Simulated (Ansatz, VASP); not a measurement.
Two plane-wave programs on K

INCAR

```
PREC = Accurate
ENCUT = 500
EDIFF = 1E-6
ISMEAR = 0
SIGMA = 0.1
LREAL = False
LASPH = True
NELM = 120
ALGO = Normal
ISIF = 2
LWAVE = False
LCHARG = True
GGA = PS
LELF = True
LVHAR = True
NBANDS = 10
GGA_COMPAT = False
```

Contents of KPOINTS:

```
regular mesh
0
Gamma
  6 6 6
```

Contents of POSCAR:

```
K
1.0
    0.0000000000      3.3918728180      3.3918728180
    3.3918728180      0.0000000000      3.3918728180
    3.3918728180      3.3918728180      0.0000000000
K
1
Direct
    0.0000000000      0.0000000000      0.0000000000
```

Input for Ansatz:

```yaml
crystal:
  lattice:
    - [0.0, 3.391872818, 3.391872818]
    - [3.391872818, 0.0, 3.391872818]
    - [3.391872818, 3.391872818, 0.0]
  atoms:
    - { symbol: K, position: [0.0, 0.0, 0.0] }
basis:
  ecutwfc: 420
kpoints:
  mp_grid: { grid: [6, 6, 6] }
hamiltonian:
  xc: pbesol
scf:
  occupations: { method: gaussian, width: 0.1 }
output:
  forces: true
  stress: true
  eigenvalues: true
```

Alike in both runs: task single point; functional PBEsol; k mesh 6 × 6 × 6; occupations gaussian, width 0.1 eV; no spin polarisation.

```csv
,VASP,Ansatz
version,VASP 6.6.1,Ansatz 0.2.0
potentials or method,"VASP PAW PBE potentials, release 64 (K_sv), cutoff 500 eV","scalar-relativistic, plane waves, PAW"
valence electrons in the cell,9,9
```

|  | VASP | Ansatz | Ansatz less VASP |
| --- | --- | --- | --- |
| gap on the k mesh at the Fermi level (eV) | none | none | - |
| pressure (GPa) | -0.3 | -0.3 | +0.01 |

VASP's potentials were made for PBE, not for PBEsol. A gap of «none» marks a metal or a gap that the smearing closes.
